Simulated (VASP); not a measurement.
## Br: single point with PBE+D3(BJ)

The system is Br.

```
Br
1.0
    -1.46905    1.46905    3.04155
     1.46905   -1.46905    3.04155
     1.46905    1.46905   -3.04155
Br
1
Direct
  0.00000 0.00000 0.00000
```

* Program: VASP 6.6.1
* Task: single point
* Functional: PBE
* Dispersion: D3(BJ)
* Potentials or basis: VASP PAW PBE potentials, release 64 (Br)
* Cutoff: 520 eV
* k mesh: 22 × 22 × 22
* Occupations: gaussian, width 0.15 eV
* Spin: no spin polarisation
* Dipole correction: no
* Further INCAR settings: ALGO = Fast; EDIFF = 1e-06; NBANDS = 10

```yaml
Pressure: -1.2 GPa
Band_gap_on_the_k_mesh: zero (an odd number of electrons rules out a gap without spin polarisation)
Dispersion_energy_per_atom: -0.282 eV
```

Stress tensor (GPa, compression positive):
```
-4.43  0.00  0.00
 0.00 -4.43  0.00
 0.00  0.00  5.33
```

Levels at points of the mesh, in eV from the Fermi level:
| k point | band 2 | band 3 | band 4 | band 5 | band 6 | band 7 |
| --- | --- | --- | --- | --- | --- | --- |
| (0.00, 0.00, 0.00) | -0.69 | 1.01 | 1.01 | 7.07 | 10.47 | 11.25 |
| (0.50, 0.00, 0.00) | -5.30 | -1.35 | 1.55 | 6.91 | 11.76 | 14.59 |
| (0.50, 0.50, 0.00) | -4.26 | -3.39 | -0.62 | 5.79 | 7.85 | 15.25 |
| (0.50, 0.50, 0.50) | -4.62 | 0.46 | 0.46 | 8.56 | 9.03 | 15.09 |

Wall time 4.2 min on 1 thread of Oxide Virtual Turin-like Processor, on a shared host, peak memory 0.29 GiB.

Caveat: the stress differs along the axes, from -4 to 5 GPa; an odd number of electrons without spin polarisation forces a metal; a magnetic or distorted state may lie lower.
